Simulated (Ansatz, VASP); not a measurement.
C: VASP beside Ansatz

Contents of POSCAR:

```
C
1.0
    0.0000000000      1.7833700000      1.7833700000
    1.7833700000      0.0000000000      1.7833700000
    1.7833700000      1.7833700000      0.0000000000
C
2
Direct
    0.0000000000      0.0000000000      0.0000000000
    0.2500000000      0.2500000000      0.2500000000
```

File INCAR.step1:

```
PREC = Accurate
ENCUT = 520
EDIFF = 1E-5
ISMEAR = 0
SIGMA = 0.01
LREAL = F
LASPH = T
NELM = 120
ALGO = Normal
ISIF = 2
LWAVE = T
LCHARG = F
NBANDS = 11
GGA = PE
GGA_COMPAT = F
```

The input INCAR.step2:

```
PREC = Accurate
ENCUT = 520
EDIFF = 1E-6
ISMEAR = 0
SIGMA = 0.01
LREAL = F
LASPH = T
NELM = 120
ALGO = Normal
ISIF = 2
LWAVE = F
LCHARG = F
GGA = PE
LHFCALC = T
AEXX = 0.25
PRECFOCK = Normal
NBANDS = 11
ISTART = 1
GGA_COMPAT = F
```

The input KPOINTS:

```
Automatic mesh
0
Gamma
  6 6 6
```

Input for Ansatz:

```yaml
crystal:
  lattice:
    - [0.0, 1.78337, 1.78337]
    - [1.78337, 0.0, 1.78337]
    - [1.78337, 1.78337, 0.0]
  atoms:
    - { symbol: C, position: [0.0, 0.0, 0.0] }
    - { symbol: C, position: [0.25, 0.25, 0.25] }
kpoints:
  mp_grid:
    grid: [6, 6, 6]
    shift: [0.0, 0.0, 0.0]
hamiltonian:
  xc: pbe0
scf:
  convergence:
    dr2_threshold: 1.0e-09
  occupations:
    method: fixed
output:
  eigenvalues: true
```

Alike in both runs: task single point; functional PBE0; k mesh 6 × 6 × 6; no spin polarisation.

|  | VASP | Ansatz |
| --- | --- | --- |
| version | VASP 6.6.1 | Ansatz 0.2.0 |
| potentials or method | VASP PAW PBE potentials, release 64 (C) | plane waves, PAW |
| plane-wave cutoff (eV) | 520 | 420 |
| occupations | gaussian, width 0.01 eV | fixed |
| valence electrons in the cell | 8 | 8 |

VASP gave:

```
gap on the k mesh at the Fermi level (eV) : 6.10
```

Q: Estimate Ansatz's values.

A: gap on the k mesh at the Fermi level (eV): 6.08.

The k mesh is coarse, so the values compare programs but aren't converged.
